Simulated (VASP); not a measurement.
SnO2, 12 atoms in the cell. The typed cell holds 12 atoms: a = 5.284 Å, b = 5.284 Å, c = 5.284 Å, α = 71.09°, β = 71.09°, γ = 71.09°. 

* Program: VASP 6.6.1
* Task: single point
* Functional: LDA
* Potentials or basis: VASP PAW LDA potentials, release 64 (Sn_d, O)
* Cutoff: 520 eV
* k mesh: 6 × 6 × 6
* Occupations: gaussian, width 0.05 eV
* Spin: no spin polarisation
* Dipole correction: no
* Further INCAR settings: ALGO = Normal; EDIFF = 1e-06; NBANDS = 64

Potentials or basis: VASP PAW LDA potentials, release 64 (Sn_d, O).

Run with:

```bash
$ cat potpaw_LDA.64/Sn_d/POTCAR potpaw_LDA.64/O/POTCAR > POTCAR
$ mpirun -np 1 vasp_std > vasp.out
```

Hardware: 1 thread of Intel(R) Xeon(R) 6975P-C (Granite Rapids) (shared host).

Problem. How long does it take, and how much memory?

Solution. Run time: 2.5 min on 1 thread of Intel(R) Xeon(R) 6975P-C (Granite Rapids), on a shared host, peak memory 0.31 GiB. Counts: scf iterations 14, k points 32.
